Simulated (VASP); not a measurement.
A run of VASP 6.6.1 is set up as follows.

Contents of INCAR:

```
PREC = Accurate ; ENCUT = 500
EDIFF = 1E-6 ; ISMEAR = 0
SIGMA = 0.1 ; LREAL = False
LASPH = True ; NELM = 120
ALGO = Normal ; ISIF = 2
LWAVE = False ; LCHARG = True
GGA = PE ; LELF = True
LVHAR = True ; NBANDS = 30
GGA_COMPAT = False
```

KPOINTS

```
Automatic mesh
0
Gamma
  4 4 4
```

Contents of POSCAR:

```
ScGaSI2
1.0
    5.6192479992      0.0000000000      0.0000000000
    0.0000000000      5.6192479992      0.0000000000
    0.0000000000      0.0000000000      4.6434489838
Sc Ga S I
1 1 1 2
Direct
    0.5000000000      0.5000000000      0.5000000000
    0.0000000000      0.0000000000      0.0000000000
    0.0000000000      0.0000000000      0.5000000000
    0.5000000000      0.0000000000      0.0000000000
    0.0000000000      0.5000000000      0.0000000000
```

Potentials or basis: VASP PAW PBE potentials, release 64 (Sc_sv, Ga_d, S, I).

Run with:

```sh
$ cat potpaw_PBE.64/Sc_sv/POTCAR potpaw_PBE.64/Ga_d/POTCAR potpaw_PBE.64/S/POTCAR potpaw_PBE.64/I/POTCAR > POTCAR
$ mpirun -np 1 vasp_std > vasp.out
```

(1) Predict the pressure.

(2) Estimate the band gap on the k mesh.

Results:

(1) 0.2 GPa.

(2) zero (bands 22 and 23 overlap by 1.02 eV).

Caveat: spin-orbit coupling is left out, which moves the levels of the heavy elements.
